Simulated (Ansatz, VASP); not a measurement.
**Two plane-wave programs on KMgF3**

```xyz
5
Lattice="3.9859 0.0000 0.0000 0.0000 3.9859 0.0000 0.0000 0.0000 4.1453" Properties=species:S:1:pos:R:3 pbc="T T T"
K     1.9929    1.9929    2.0727
Mg    0.0000    0.0000    0.0000
F     1.9929    0.0000    0.0000
F     0.0000    1.9929    0.0000
F     0.0000    0.0000    2.0727
```

Change from the starting cell: strain +0.000 along x and y, +0.040 along z, atoms carried along.

Alike in both runs: task single point; functional PBE; k mesh 6 × 6 × 6; occupations gaussian, width 0.05 eV; no spin polarisation.

|  | VASP | Ansatz |
| --- | --- | --- |
| version | VASP 6.6.1 | Ansatz 0.2.0 |
| potentials or method | VASP PAW PBE potentials, release 64 (K_sv, Mg, F), cutoff 520 eV | scalar-relativistic, plane waves, PAW |
| valence electrons in the cell | 32 | 40 |

VASP gave:

```
gap on the k mesh at the Fermi level (eV)                     : 6.99
least direct gap on the mesh (eV)                             : 7.33
pressure (GPa)                                                : 0.5
traceless stress, the component that is largest in VASP (GPa) : -2.16
```

**Question.** What did Ansatz give for the same quantities?

**Answer.** gap on the k mesh at the Fermi level (eV): 7.02; least direct gap on the mesh (eV): 7.35; pressure (GPa): 1.0; traceless stress, the component that is largest in VASP (GPa): -2.16.

VASP's potentials hold 32 valence electrons a cell and Ansatz's 40, so a difference there can come from the potentials and not from the codes.
